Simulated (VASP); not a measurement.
Here is a VASP 6.6.1 calculation.

INCAR

```
PREC     = Accurate       # precision mode
ENCUT    = 520            # plane-wave cutoff, eV
EDIFF    = 1E-6           # SCF threshold, eV
ISMEAR   = -1             # smearing method
SIGMA    = 0.1            # smearing width, eV
LREAL    = False          # projectors in reciprocal space
LASPH    = True           # aspherical terms in the spheres
NELM     = 80             # most SCF steps
ALGO     = Normal         # electronic algorithm
ISIF     = 2              # what is computed and relaxed
LWAVE    = False          # write WAVECAR
LCHARG   = False          # write CHGCAR
GGA      = CA             # functional
NBANDS   = 11             # bands
```

Contents of KPOINTS:

```
Automatic mesh
0
Gamma
  6 6 6
```

The input POSCAR:

```
Ba
1.0
   -2.3789385306      2.3789385306      2.3789385306
    2.3789385306     -2.3789385306      2.3789385306
    2.3789385306      2.3789385306     -2.3789385306
Ba
1
Direct
    0.0000000000      0.0000000000      0.0000000000
```

Potentials or basis: VASP PAW LDA potentials, release 64 (Ba_sv).

Command:

```console
$ cat potpaw_LDA.64/Ba_sv/POTCAR > POTCAR
$ mpirun -np 1 vasp_std > vasp.out
```

(1) What does it give for the pressure?

(2) Predict the band gap on the k mesh.

## Answers

(1) 0.2 GPa.

(2) zero (band 5 reaches 2.11 eV, above the bottom of band 6 at 1.20 eV).

Caveat: spin-orbit coupling is left out, which moves the levels of the heavy elements.
